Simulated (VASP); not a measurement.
# Be (P2_12_12) in VASP: notebook

The runs below take Be through single point, with PBE.

All numbers are computed with VASP 6.6.1; they aren't measurements. Logs are shortened: lines on timing, memory, paths and dates and some standing lists are left out, and cuts for length are marked.

## Step 1: The cell of the first run

Symmetry: P2_12_12, No. 18, orthorhombic system. Conventional cell: a = 2.168 Å, b = 3.755 Å, c = 3.416 Å, α = 90.00°, β = 90.00°, γ = 90.00°. Within 2.2 Å of Be (site symmetry 1) lie 6 Be at 1.54 to 2.17 Å.

## Step 2: Single point, PBE

Input file INCAR:

```
SYSTEM = Be
ALGO     = Normal         ! electronic algorithm
EDIFF    = 1E-6           ! SCF threshold, eV
ENCUT    = 600            ! plane-wave cutoff, eV
GGA      = PE             ! functional
GGA_COMPAT= .False.      
ISIF     = 2              ! what is computed and relaxed
ISMEAR   = -1             ! smearing method
LASPH    = .True.         ! aspherical terms in the spheres
LCHARG   = .False.        ! write CHGCAR
LREAL    = .False.        ! projectors in reciprocal space
LWAVE    = .False.        ! write WAVECAR
NBANDS   = 12             ! bands
NELM     = 120            ! most SCF steps
PREC     = Accurate       ! precision mode
SIGMA    = 0.1            ! smearing width, eV
```

Input file KPOINTS:

```
k-points
0
Gamma
  10 6 7
  0 0 0
```

Input file POSCAR:

```
Be
1.0
    2.1680000000      0.0000000000      0.0000000000
    0.0000000000      3.7550000000      0.0000000000
    0.0000000000      0.0000000000      3.4160000000
Be
4
Direct
    0.6700000000      0.8200000000      0.7000000000
    0.3300000000      0.1800000000      0.7000000000
    0.1700000000      0.6800000000      0.3000000000
    0.8300000000      0.3200000000      0.3000000000
```

Potentials or basis: VASP PAW PBE potentials, release 64 (Be).

Started as:

```sh
$ cat potpaw_PBE.64/Be/POTCAR > POTCAR
$ mpirun -np 1 vasp_std > vasp.out
```

OUTCAR:

```text
SYSTEM = Be
   EDIFF = 1E-6
   ENCUT = 600
   GGA = PE
   ISIF = 2
   ISMEAR = -1
   LASPH = .True.
   LREAL = .False.
   NELM = 120
   PREC = Accurate

 ion  position               nearest neighbor table
   1  0.670  0.820  0.700-   2 1.54   3 1.82   3 1.82   2 1.97   4 2.35   4 2.35   3 2.38   3 2.38

   2  0.330  0.180  0.700-   1 1.54   4 1.82   4 1.82   1 1.97   3 2.35   3 2.35   4 2.38   4 2.38

   3  0.170  0.680  0.300-   4 1.54   1 1.82   1 1.82   4 1.97   2 2.35   2 2.35   1 2.38   1 2.38

   4  0.830  0.320  0.300-   3 1.54   2 1.82   2 1.82   3 1.97   1 2.35   1 2.35   2 2.38   2 2.38

  LATTYP: Found a simple orthorhombic cell.
 ALAT       =     2.1680000000
 B/A-ratio  =     1.5756457565
 C/A-ratio  =     1.7320110701

  Lattice vectors:

 A1 = (  -2.1680000000,   0.0000000000,   0.0000000000)
 A2 = (   0.0000000000,   0.0000000000,   3.4160000000)
 A3 = (   0.0000000000,   3.7550000000,   0.0000000000)

Analysis of symmetry for initial positions (statically):
=====================================================================
 Subroutine PRICEL returns:
 Original cell was already a primitive cell.

 Routine SETGRP: Setting up the symmetry group for a
 simple orthorhombic supercell.

 Subroutine GETGRP returns: Found  4 space group operations
 (whereof  2 operations were pure point group operations)
 out of a pool of  8 trial point group operations.

The static configuration has the point symmetry C_2 .
 The point group associated with its full space group is D_2 .

Analysis of symmetry for dynamics (positions and initial velocities):
=====================================================================
 Subroutine PRICEL returns:
 Original cell was already a primitive cell.

 Routine SETGRP: Setting up the symmetry group for a
 simple orthorhombic supercell.

 Subroutine GETGRP returns: Found  4 space group operations
 (whereof  2 operations were pure point group operations)
 out of a pool of  8 trial point group operations.

The dynamic configuration has the point symmetry C_2 .
 The point group associated with its full space group is D_2 .

 Subroutine INISYM returns: Found  4 space group operations
 (whereof  2 operations are pure point group operations),
 and found     1 'primitive' translations

----------------------------------------------------------------------------------------

                                     Primitive cell

  volume of cell :      27.8091

  direct lattice vectors                    reciprocal lattice vectors
     2.168000000  0.000000000  0.000000000     0.461254613  0.000000000  0.000000000
     0.000000000  3.755000000  0.000000000     0.000000000  0.266311585  0.000000000
     0.000000000  0.000000000  3.416000000     0.000000000  0.000000000  0.292740047

  length of vectors
     2.168000000  3.755000000  3.416000000     0.461254613  0.266311585  0.292740047

  position of ions in fractional coordinates (direct lattice)
     0.670000000  0.820000000  0.700000000
     0.330000000  0.180000000  0.700000000
     0.170000000  0.680000000  0.300000000
     0.830000000  0.320000000  0.300000000

  ion indices of the primitive-cell ions
   primitive index   ion index
                 1           1
                 2           2
                 3           3
                 4           4

----------------------------------------------------------------------------------------

 KPOINTS: k-points

Automatic generation of k-mesh.
 Grid dimensions read from file:
 generate k-points for:   10    6    7

 Generating k-lattice:

  Cartesian coordinates                     Fractional coordinates (reciprocal lattice)
     0.046125461  0.000000000  0.000000000     0.100000000  0.000000000  0.000000000
     0.000000000  0.044385264  0.000000000     0.000000000  0.166666667  0.000000000
     0.000000000  0.000000000  0.041820007     0.000000000  0.000000000  0.142857143

  Length of vectors
     0.046125461  0.044385264  0.041820007

  Shift w.r.t. Gamma in fractional coordinates (k-lattice)
     0.000000000  0.000000000  0.000000000

 Subroutine IBZKPT returns following result:
 ===========================================

 Found     96 irreducible k-points:

 Following reciprocal coordinates:
            Coordinates               Weight
  0.000000  0.000000  0.000000      1.000000
  0.100000  0.000000  0.000000      2.000000
  0.200000  0.000000  0.000000      2.000000
  0.300000  0.000000  0.000000      2.000000
  0.400000  0.000000  0.000000      2.000000
  0.500000  0.000000  0.000000      1.000000
[... 16 lines left out ...]
  0.400000  0.500000  0.000000      2.000000
  0.500000  0.500000  0.000000      1.000000
 [... further k-points ...]
   k-points           NKPTS =     96   k-points in BZ     NKDIM =     96   number of bands    NBANDS=     12
   number of dos      NEDOS =    301   number of ions     NIONS =      4
   total plane-waves  NPLWV =  15120
   dimension x,y,z NGX =    18 NGY =   30 NGZ =   28
   dimension x,y,z NGXF=    36 NGYF=   60 NGZF=   56
   ions per type =               4
   NGX,Y,Z   is equivalent  to a cutoff of  13.80, 13.28, 13.63 a.u.
   NGXF,Y,Z  is equivalent  to a cutoff of  27.61, 26.56, 27.25 a.u.
 SYSTEM =  Be
   PREC   = accura    normal or accurate (medium, high low for compatibility)
   ISTART =      0    job   : 0-new  1-cont  2-samecut
   ICHARG =      2    charge: 1-file 2-atom 10-const
   ISPIN  =      1    spin polarized calculation?
   LNONCOLLINEAR =      F non collinear calculations
   LSORBIT =      F    spin-orbit coupling
   LASPH  =      T    aspherical Exc in radial PAW
   ENCUT  =  600.0 eV  44.10 Ry    6.64 a.u.   4.33  7.50  6.82*2*pi/ulx,y,z
   NELM   =    120;   NELMIN=  2; NELMDL= -5     # of ELM steps
   EDIFF  = 0.1E-05   stopping-criterion for ELM
   LREAL  =      F    real-space projection
   EDIFFG = 0.1E-04   stopping-criterion for IOM
   NSW    =      0    number of steps for IOM
   IBRION =     -1    ionic relax: 0-MD 1-quasi-New 2-CG
   NFREE  =      0    steps in history (QN), initial steepest desc. (CG)
   ISIF   =      2    stress and relaxation
   ISYM   =      2    0-nonsym 1-usesym 2-fastsym
   POTIM  = 0.5000    time-step for ionic-motion
   TEBEG  =    0.0;   TEEND  =   0.0 temperature during run
   PSTRESS=    0.0 pullay stress
   NELECT =       8.0000    total number of electrons
   NUPDOWN=      -1.0000    fix difference up-down
   EMIN   =  10.00;   EMAX   =-10.00  energy-range for DOS
   EFERMI =   0.00;   METHOD = LEGACY
   ISMEAR =    -1;   SIGMA  =   0.10  broadening in eV -4-tet -1-fermi 0-gaus
   EFERMI_NEDOS =   21; number of points for ismear=-14 and -15
   IALGO  =     38    algorithm
   IMIX   =      4    mixing-type and parameters
     AMIX     =   0.40;   BMIX     =  1.00
     AMIX_MAG =   1.60;   BMIX_MAG =  1.00
  volume/ion in A,a.u.               =       6.95        46.92
  Fermi-wavevector in a.u.,A,eV,Ry     =   1.080710  2.042246 15.890705  1.167934
  Thomas-Fermi vector in A             =   2.216708
   LORBIT       =      0    0 simple, 1 ext, 2 COOP (PROOUT), +10 PAW based schemes
   GGA     = PE    functional components
   LHFCALC =     F    Hartree Fock is set to
   AEXX    =    0.0000 exact exchange contribution
   IVDW    =     0    specifies the selected vdW correction
   LEPSILON=     F    determine dielectric tensor
   LRPA    =     F    only Hartree local field effects (RPA)
 non-spin polarized calculation
  energy-cutoff  :      600.00
  volume of cell :       27.81
 maximum number of plane-waves:       948
 NGX is ok and might be reduce to    18
   NGX =  9   NGY = 15   NGZ = 13

 number of electron       8.0000000 magnetization

 Free energy of the ion-electron system (eV)
  ---------------------------------------------------
  ext. energy  EPLUGINS =         0.00000000
  ---------------------------------------------------
  free energy    TOTEN  =        -9.75059038 eV

  energy without entropy =       -9.73262885  energy(sigma->0) =       -9.74160962

 E-fermi :   7.4163     XC(G=0): -10.9025

 val. band max:        7.3694944290   @ k =   0.4000   0.0000   0.1429
 cond. band min:       7.4389463965   @ k =   0.0000   0.1667   0.1429
 fundamental gap:      0.0694519675
 Fermi energy:         7.4162656931

 k-point     1 :       0.0000    0.0000    0.0000
  band No.  band energies     occupation
      1      -3.9185      2.00000
      2       1.9136      2.00000
      3       3.4231      2.00000
      4       5.9702      2.00000
      5       8.8537      0.00000
      6      12.0594      0.00000
      7      12.1082      0.00000
      8      16.2879      0.00000
      9      17.2732      0.00000
     10      18.0070      0.00000
     11      22.2788      0.00000
     12      25.2264      0.00000

 k-point     2 :       0.1000    0.0000    0.0000
  band No.  band energies     occupation
      1      -3.7087      2.00000
      2       2.1681      2.00000
      3       3.7306      2.00000
      4       6.0349      2.00000
      5       8.8743      0.00000
      6      12.3283      0.00000
      7      12.3796      0.00000
      8      14.1750      0.00000
      9      16.5238      0.00000
     10      19.7542      0.00000
     11      22.3590      0.00000
     12      23.6549      0.00000

 k-point     3 :       0.2000    0.0000    0.0000
  band No.  band energies     occupation
      1      -3.0780      2.00000
      2       2.9007      2.00000
      3       4.6504      2.00000
      4       6.2098      1.99999
      5       8.6775      0.00001
      6      10.9485      0.00000
      7      13.0579      0.00000
      8      13.2378      0.00000
      9      17.1208      0.00000
     10      20.0204      0.00000
     11      20.9359      0.00000
     12      21.8331      0.00000

 k-point     4 :       0.3000    0.0000    0.0000
  band No.  band energies     occupation
      1      -2.0230      2.00000
      2       3.9585      2.00000
      3       6.1299      1.99999
      4       6.4749      1.99984
      5       6.6906      1.99859
      6      10.0484      0.00000
      7      14.0778      0.00000
      8      14.6426      0.00000
      9      16.9996      0.00000
     10      18.2023      0.00000
     11      19.3778      0.00000
     12      20.3013      0.00000

 k-point     5 :       0.4000    0.0000    0.0000
  band No.  band energies     occupation
      1      -0.5382      2.00000
      2       3.6235      2.00000
      3       5.5389      2.00000
      4       6.5065      1.99978
      5       8.3399      0.00019
      6      10.5898      0.00000
      7      13.9278      0.00000
      8      14.2259      0.00000
      9      16.4229      0.00000
     10      17.1010      0.00000
     11      18.3808      0.00000
     12      20.2055      0.00000
[... 228 lines left out ...]
      1      -1.2644      2.00000
      2      -1.2644      2.00000
      3       6.9870      1.97303
      4       6.9870      1.97303
      5       9.1434      0.00000
      6       9.1434      0.00000
      7      14.5166      0.00000
      8      14.5166      0.00000
      9      16.5326      0.00000
     10      16.5326      0.00000
     11      24.3093      0.00000
     12      24.3093      0.00000

 k-point    22 :       0.3000    0.5000    0.0000
  band No.  band energies     occupation
      1      -0.2278      2.00000
      2      -0.2278      2.00000
      3       7.1627      1.85320
      4       7.1627      1.85320
      5       8.8320      0.00000
      6       8.8320      0.00000
      7      14.5534      0.00000
      8      14.5534      0.00000
      9      16.7266      0.00000
     10      16.7266      0.00000
     11      21.0716      0.00000
     12      21.0716      0.00000

 k-point    23 :       0.4000    0.5000    0.0000
  band No.  band energies     occupation
      1       1.1840      2.00000
      2       1.1840      2.00000
      3       5.1791      2.00000
      4       5.1791      2.00000
      5      10.7177      0.00000
      6      10.7177      0.00000
      7      14.8634      0.00000
      8      14.8634      0.00000
      9      17.2683      0.00000
     10      17.2683      0.00000
     11      17.9461      0.00000
     12      17.9461      0.00000

 k-point    24 :       0.5000    0.5000    0.0000
  band No.  band energies     occupation
      1       2.5609      2.00000
      2       2.5609      2.00000
      3       3.5284      2.00000
      4       3.5284      2.00000
      5      12.5621      0.00000
      6      12.5621      0.00000
      7      14.0145      0.00000
      8      14.0145      0.00000
      9      17.0135      0.00000
     10      17.0135      0.00000
     11      17.1595      0.00000
     12      17.1595      0.00000

 [... further k-points ...]

------------------------ aborting loop because EDIFF is reached ----------------------------------------

  FORCE on cell =-STRESS in cart. coord.  units (eV):
  Direction    XX          YY          ZZ          XY          YZ          ZX
  --------------------------------------------------------------------------------------
  -------------------------------------------------------------------------------------
  Total       11.3601747     15.5315316      5.9730846      0.0000000      0.0000000      0.0000000
  in kB      654.4982829    894.8243356    344.1297078      0.0000000      0.0000000      0.0000000
  external PRESSURE =     631.1507754 kB  Pullay stress =       0.0000000 kB

 VOLUME and BASIS-vectors are now :
 -----------------------------------------------------------------------------
  energy-cutoff  :      600.00
  volume of cell :       27.81
      direct lattice vectors                 reciprocal lattice vectors
     2.168000000  0.000000000  0.000000000     0.461254613  0.000000000  0.000000000
     0.000000000  3.755000000  0.000000000     0.000000000  0.266311585  0.000000000
     0.000000000  0.000000000  3.416000000     0.000000000  0.000000000  0.292740047

 POSITION                                       TOTAL-FORCE (eV/Angst)
 -----------------------------------------------------------------------------------
      1.45256      3.07910      2.39120         3.965130     -5.781549      3.187331
      0.71544      0.67590      2.39120        -3.965130      5.781549      3.187331
      0.36856      2.55340      1.02480         3.965130      5.781549     -3.187331
      1.79944      1.20160      1.02480        -3.965130     -5.781549     -3.187331
 -----------------------------------------------------------------------------------
    total drift:                               -0.000000     -0.000000     -0.000000

  FREE ENERGIE OF THE ION-ELECTRON SYSTEM (eV)
  ---------------------------------------------------
  free  energy   TOTEN  =        -9.7505903829 eV

  energy  without entropy=       -9.7326288500  energy(sigma->0) =       -9.74160962
```

Run time: 46 s. Hardware: 1 thread of Intel Xeon 8259CL, shared host; peak memory 0.15 GiB.

Results:

* Free energy: -9.7506 eV
* Pressure: 63.1 GPa
* Largest force: 7.701 eV/Å
* Band gap on the k mesh: zero (bands 4 and 5 overlap by 1.24 eV)

Forces in eV/Å, atoms in the order of the input:
```
Be   3.965 -5.782  3.187
Be  -3.965  5.782  3.187
Be   3.965  5.782 -3.187
Be  -3.965 -5.782 -3.187
```

Levels at points of the mesh, in eV from the Fermi level:
```tsv
k point	band 1	band 2	band 3	band 4	band 5	band 6	band 7	band 8	band 9
(0.00, 0.00, 0.00)	-11.33	-5.50	-3.99	-1.45	1.44	4.64	4.69	8.87	9.86
(0.50, 0.00, 0.00)	-6.04	-6.04	-1.14	-1.14	3.57	3.57	4.62	4.62	10.36
(0.00, 0.50, 0.00)	-9.52	-9.52	-1.57	-1.57	2.44	2.44	6.81	6.81	12.35
(0.50, 0.50, 0.00)	-4.86	-4.86	-3.89	-3.89	5.15	5.15	6.60	6.60	9.60
```

Caveat: the stress differs along the axes, from 34 to 89 GPa; forces of over 1 eV/Å act on the atoms, so gaps and moduli don't describe the material at rest.

[end of part 1 of 3]

The gap in the log of VASP goes by the Fermi energy; the results here count the filled bands.